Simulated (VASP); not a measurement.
# BaTiO3 (P1) in VASP: a series of runs

BaTiO3 is run at these levels: PBEsol, PBE; tasks: single point.

Program: VASP 6.6.1. These are calculated values, not measurements. Logs are shortened: lines on timing, memory, paths and dates and some standing lists are left out, and cuts for length are marked.

### 1 The cell of the first run

The typed cell holds 5 atoms: a = 4.000 Å, b = 4.000 Å, c = 4.018 Å, α = 90.00°, β = 90.00°, γ = 90.00°.

### 2 Single point, PBEsol

Input file INCAR:

```
SYSTEM = BaTiO3
  PREC = Accurate
  ENCUT = 520
  EDIFF = 1E-6
  ISMEAR = -1
  SIGMA = 0.05
  LREAL = .False.
  LASPH = .True.
  NELM = 60
  ALGO = Normal
  ISIF = 2
  LWAVE = .False.
  LCHARG = .False.
  GGA = PS
  NBANDS = 28
```

Input file KPOINTS:

```
regular mesh
0
Gamma
  7 7 7
  0 0 0
```

Input file POSCAR:

```
BaTiO3
1.0
    3.9998000000      0.0000000000      0.0000000000
    0.0000000000      3.9998000000      0.0000000000
    0.0000000000      0.0000000000      4.0180000000
Ba Ti O
1 1 3
Direct
    0.9955672000      0.9906407400      0.0035034300
    0.5025366900      0.4919233700      0.4687657700
    0.4792189400      0.5143238900      0.0064065200
    0.5027309200      0.0032990000      0.5093824900
    0.0199462600      0.4998130000      0.5399418000
```

Potentials or basis: VASP PAW PBE potentials, release 64 (Ba_sv, Ti_sv, O).

Run with:

```console
$ cat potpaw_PBE.64/Ba_sv/POTCAR potpaw_PBE.64/Ti_sv/POTCAR potpaw_PBE.64/O/POTCAR > POTCAR
$ mpirun -np 1 vasp_std > vasp.out
```

OUTCAR:

```text
SYSTEM = BaTiO3
   PREC = Accurate
   ENCUT = 520
   EDIFF = 1E-6
   ISMEAR = -1
   LREAL = .False.
   LASPH = .True.
   NELM = 60
   ISIF = 2
   GGA = PS

 ion  position               nearest neighbor table
   1  0.996  0.991  0.004-   5 2.71   3 2.72   5 2.76   4 2.80   3 2.81   4 2.83   4 2.84   3 2.85
                             4 2.87   5 2.92   3 2.94   5 2.97   2 3.37   2 3.38   2 3.40   2 3.41
   2  0.503  0.492  0.469-   3 1.86   5 1.95   4 1.96   4 2.05   5 2.09   3 2.16   1 3.37   1 3.38
                             1 3.40   1 3.41   1 3.53   1 3.54   1 3.56   1 3.57
   3  0.479  0.514  0.006-   2 1.86   2 2.16   1 2.72   1 2.81   1 2.85   1 2.94
   4  0.503  0.003  0.509-   2 1.96   2 2.05   1 2.80   1 2.83   1 2.84   1 2.87
   5  0.020  0.500  0.540-   2 1.95   2 2.09   1 2.71   1 2.76   1 2.92   1 2.97

  LATTYP: Found a simple tetragonal cell.
 ALAT       =     3.9998000000
 C/A-ratio  =     1.0045502275

  Lattice vectors:

 A1 = (   3.9998000000,   0.0000000000,   0.0000000000)
 A2 = (   0.0000000000,   3.9998000000,   0.0000000000)
 A3 = (   0.0000000000,   0.0000000000,   4.0180000000)

Analysis of symmetry for initial positions (statically):
=====================================================================
 Subroutine PRICEL returns:
 Original cell was already a primitive cell.

 Routine SETGRP: Setting up the symmetry group for a
 simple tetragonal supercell.

 Subroutine GETGRP returns: Found  1 space group operations
 (whereof  1 operations were pure point group operations)
 out of a pool of 16 trial point group operations.

The static configuration has the point symmetry C_1 .

Analysis of symmetry for dynamics (positions and initial velocities):
=====================================================================
 Subroutine PRICEL returns:
 Original cell was already a primitive cell.

 Routine SETGRP: Setting up the symmetry group for a
 simple tetragonal supercell.

 Subroutine GETGRP returns: Found  1 space group operations
 (whereof  1 operations were pure point group operations)
 out of a pool of 16 trial point group operations.

The dynamic configuration has the point symmetry C_1 .

 Subroutine INISYM returns: Found  1 space group operations
 (whereof  1 operations are pure point group operations),
 and found     1 'primitive' translations

----------------------------------------------------------------------------------------

                                     Primitive cell

  volume of cell :      64.2816

  direct lattice vectors                    reciprocal lattice vectors
     3.999800000  0.000000000  0.000000000     0.250012501  0.000000000  0.000000000
     0.000000000  3.999800000  0.000000000     0.000000000  0.250012501  0.000000000
     0.000000000  0.000000000  4.018000000     0.000000000  0.000000000  0.248880040

  length of vectors
     3.999800000  3.999800000  4.018000000     0.250012501  0.250012501  0.248880040

  position of ions in fractional coordinates (direct lattice)
     0.995567200  0.990640740  0.003503430
     0.502536690  0.491923370  0.468765770
     0.479218940  0.514323890  0.006406520
     0.502730920  0.003299000  0.509382490
     0.019946260  0.499813000  0.539941800

  ion indices of the primitive-cell ions
   primitive index   ion index
                 1           1
                 2           2
                 3           3
                 4           4
                 5           5

----------------------------------------------------------------------------------------

 KPOINTS: regular mesh

Automatic generation of k-mesh.
 Grid dimensions read from file:
 generate k-points for:    7    7    7

 Generating k-lattice:

  Cartesian coordinates                     Fractional coordinates (reciprocal lattice)
     0.035716072  0.000000000  0.000000000     0.142857143  0.000000000  0.000000000
     0.000000000  0.035716072  0.000000000     0.000000000  0.142857143  0.000000000
     0.000000000  0.000000000  0.035554291     0.000000000  0.000000000  0.142857143

  Length of vectors
     0.035716072  0.035716072  0.035554291

  Shift w.r.t. Gamma in fractional coordinates (k-lattice)
     0.000000000  0.000000000  0.000000000

 Subroutine IBZKPT returns following result:
 ===========================================

 Found    172 irreducible k-points:

 Following reciprocal coordinates:
            Coordinates               Weight
  0.000000  0.000000  0.000000      1.000000
  0.142857  0.000000  0.000000      2.000000
  0.000000  0.142857  0.000000      2.000000
  0.285714  0.000000  0.000000      2.000000
  0.000000  0.285714  0.000000      2.000000
  0.428571  0.000000  0.000000      2.000000
[... 16 lines left out ...]
  0.285714  0.428571  0.000000      2.000000
  0.428571  0.428571  0.000000      2.000000
 [... further k-points ...]
   k-points           NKPTS =    172   k-points in BZ     NKDIM =    172   number of bands    NBANDS=     28
   number of dos      NEDOS =    301   number of ions     NIONS =      5
   total plane-waves  NPLWV =  27000
   dimension x,y,z NGX =    30 NGY =   30 NGZ =   30
   dimension x,y,z NGXF=    60 NGYF=   60 NGZF=   60
   ions per type =               1   1   3
   NGX,Y,Z   is equivalent  to a cutoff of  12.47, 12.47, 12.41 a.u.
   NGXF,Y,Z  is equivalent  to a cutoff of  24.94, 24.94, 24.83 a.u.
 SYSTEM =  BaTiO3
   PREC   = accura    normal or accurate (medium, high low for compatibility)
   ISTART =      0    job   : 0-new  1-cont  2-samecut
   ICHARG =      2    charge: 1-file 2-atom 10-const
   ISPIN  =      1    spin polarized calculation?
   LNONCOLLINEAR =      F non collinear calculations
   LSORBIT =      F    spin-orbit coupling
   LASPH  =      T    aspherical Exc in radial PAW
   ENCUT  =  520.0 eV  38.22 Ry    6.18 a.u.   7.44  7.44  7.47*2*pi/ulx,y,z
   NELM   =     60;   NELMIN=  2; NELMDL= -5     # of ELM steps
   EDIFF  = 0.1E-05   stopping-criterion for ELM
   LREAL  =      F    real-space projection
   EDIFFG = 0.1E-04   stopping-criterion for IOM
   NSW    =      0    number of steps for IOM
   IBRION =     -1    ionic relax: 0-MD 1-quasi-New 2-CG
   NFREE  =      0    steps in history (QN), initial steepest desc. (CG)
   ISIF   =      2    stress and relaxation
   ISYM   =      2    0-nonsym 1-usesym 2-fastsym
   POTIM  = 0.5000    time-step for ionic-motion
   TEBEG  =    0.0;   TEEND  =   0.0 temperature during run
   PSTRESS=    0.0 pullay stress
   NELECT =      40.0000    total number of electrons
   NUPDOWN=      -1.0000    fix difference up-down
   EMIN   =  10.00;   EMAX   =-10.00  energy-range for DOS
   EFERMI =   0.00;   METHOD = LEGACY
   ISMEAR =    -1;   SIGMA  =   0.05  broadening in eV -4-tet -1-fermi 0-gaus
   EFERMI_NEDOS =   21; number of points for ismear=-14 and -15
   IALGO  =     38    algorithm
   IMIX   =      4    mixing-type and parameters
     AMIX     =   0.40;   BMIX     =  1.00
     AMIX_MAG =   1.60;   BMIX_MAG =  1.00
  volume/ion in A,a.u.               =      12.86        86.76
  Fermi-wavevector in a.u.,A,eV,Ry     =   1.397653  2.641181 26.578078  1.953434
  Thomas-Fermi vector in A             =   2.520888
   LORBIT       =      0    0 simple, 1 ext, 2 COOP (PROOUT), +10 PAW based schemes
   GGA     = PS    functional components
   LHFCALC =     F    Hartree Fock is set to
   AEXX    =    0.0000 exact exchange contribution
   IVDW    =     0    specifies the selected vdW correction
   LEPSILON=     F    determine dielectric tensor
   LRPA    =     F    only Hartree local field effects (RPA)
 non-spin polarized calculation
  energy-cutoff  :      520.00
  volume of cell :       64.28
 maximum number of plane-waves:      1755
 NGX is ok and might be reduce to    30
   NGX = 15   NGY = 15   NGZ = 15

 number of electron      39.9999999 magnetization

 Free energy of the ion-electron system (eV)
  ---------------------------------------------------
  ext. energy  EPLUGINS =         0.00000000
  ---------------------------------------------------
  free energy    TOTEN  =       -41.81594702 eV

  energy without entropy =      -41.81594702  energy(sigma->0) =      -41.81594702

 E-fermi :   4.6366     XC(G=0): -11.4977

 val. band max:        3.6330545266   @ k =  -0.4286   0.4286   0.4286
 cond. band min:       5.5459576494   @ k =   0.0000   0.0000   0.0000
 fundamental gap:      1.9129031228
 Fermi energy:         4.6365539844

 k-point     1 :       0.0000    0.0000    0.0000
  band No.  band energies     occupation
      1     -52.5648      2.00000
      2     -28.9367      2.00000
      3     -28.8958      2.00000
      4     -28.8948      2.00000
      5     -21.1046      2.00000
      6     -13.1493      2.00000
[... 20 lines left out ...]
     27       8.6652      0.00000
     28      10.7115      0.00000

 k-point     2 :       0.1429    0.0000    0.0000
  band No.  band energies     occupation
      1     -52.5646      2.00000
      2     -28.9364      2.00000
      3     -28.9053      2.00000
      4     -28.8946      2.00000
      5     -21.0818      2.00000
      6     -13.1755      2.00000
[... 20 lines left out ...]
     27       9.0435      0.00000
     28      11.1860      0.00000

 k-point     3 :       0.0000    0.1429    0.0000
  band No.  band energies     occupation
      1     -52.5646      2.00000
      2     -28.9364      2.00000
      3     -28.9052      2.00000
      4     -28.8952      2.00000
      5     -21.0816      2.00000
      6     -13.1730      2.00000
[... 20 lines left out ...]
     27       9.0276      0.00000
     28      11.1899      0.00000

 k-point     4 :       0.2857    0.0000    0.0000
  band No.  band energies     occupation
      1     -52.5641      2.00000
      2     -28.9357      2.00000
      3     -28.9268      2.00000
      4     -28.8938      2.00000
      5     -21.0297      2.00000
      6     -13.2804      2.00000
[... 578 lines left out ...]
     27      11.9403      0.00000
     28      12.3448      0.00000

 k-point    23 :       0.2857    0.4286    0.0000
  band No.  band energies     occupation
      1     -52.5631      2.00000
      2     -28.9443      2.00000
      3     -28.9335      2.00000
      4     -28.9239      2.00000
      5     -20.9367      2.00000
      6     -13.1194      2.00000
[... 20 lines left out ...]
     27      11.8643      0.00000
     28      12.4937      0.00000

 k-point    24 :       0.4286    0.4286    0.0000
  band No.  band energies     occupation
      1     -52.5628      2.00000
      2     -28.9432      2.00000
      3     -28.9410      2.00000
      4     -28.9324      2.00000
      5     -20.9088      2.00000
      6     -12.9517      2.00000
[... 20 lines left out ...]
     27      11.7029      0.00000
     28      13.2273      0.00000

 [... further k-points ...]

------------------------ aborting loop because EDIFF is reached ----------------------------------------

  FORCE on cell =-STRESS in cart. coord.  units (eV):
  Direction    XX          YY          ZZ          XY          YZ          ZX
  --------------------------------------------------------------------------------------
  -------------------------------------------------------------------------------------
  Total       -0.8646752     -0.5544605     -0.1714101     -0.0461287      0.2500468      0.0266555
  in kB      -21.5514811    -13.8195751     -4.2722876     -1.1497296      6.2322568      0.6643726
  external PRESSURE =     -13.2144479 kB  Pullay stress =       0.0000000 kB

 VOLUME and BASIS-vectors are now :
 -----------------------------------------------------------------------------
  energy-cutoff  :      520.00
  volume of cell :       64.28
      direct lattice vectors                 reciprocal lattice vectors
     3.999800000  0.000000000  0.000000000     0.250012501  0.000000000  0.000000000
     0.000000000  3.999800000  0.000000000     0.000000000  0.250012501  0.000000000
     0.000000000  0.000000000  4.018000000     0.000000000  0.000000000  0.248880040

 POSITION                                       TOTAL-FORCE (eV/Angst)
 -----------------------------------------------------------------------------------
      3.98207      3.96236      0.01408         0.165142      0.216137     -0.330698
      2.01005      1.96760      1.88350        -0.542190     -0.104619      0.628060
      1.91678      2.05719      0.02574         0.797748     -0.333335      0.985528
      2.01082      0.01320      2.04670         0.326038      0.254966     -0.328752
      0.07978      1.99915      2.16949        -0.746738     -0.033149     -0.954139
 -----------------------------------------------------------------------------------
    total drift:                                0.000516      0.000128      0.000609

  FREE ENERGIE OF THE ION-ELECTRON SYSTEM (eV)
  ---------------------------------------------------
  free  energy   TOTEN  =       -41.8159470201 eV

  energy  without entropy=      -41.8159470197  energy(sigma->0) =      -41.81594702
```

Run time: 5.5 min. Hardware: 1 thread of Intel Xeon Platinum 8488C (Sapphire Rapids), shared host; peak memory 0.4 GiB.

What came out:

```yaml
Free_energy: -41.8159 eV
Pressure: -1.3 GPa
Largest_force: 1.311 eV/Å
Band_gap_on_the_k_mesh: 1.91 eV (least direct gap 2.17 eV)
```

Forces on the atoms (eV/Å):
```
Ba   0.165  0.216 -0.331
Ti  -0.542 -0.105  0.628
O    0.798 -0.333  0.986
O    0.326  0.255 -0.329
O   -0.747 -0.033 -0.954
```

Levels at points of the mesh, in eV from the valence-band top:
```csv
k point,band 16,band 17,band 18,band 19,band 20,band 21,band 22,band 23,band 24,band 25
"(0.00, 0.00, 0.00)",-1.31,-1.15,-0.46,-0.34,-0.26,1.91,2.30,2.61,4.20,4.38
```

Caveat: the PAW data sets were made with another functional, which shifts forces and pressure a little; spin-orbit coupling is left out, which moves the levels of the heavy elements; an odd mesh through Γ misses points on the zone boundary, where band edges can lie. Expect the measured gap to be larger: semilocal functionals such as PBEsol lack the derivative discontinuity.

(Continued in part 2 of 2.)
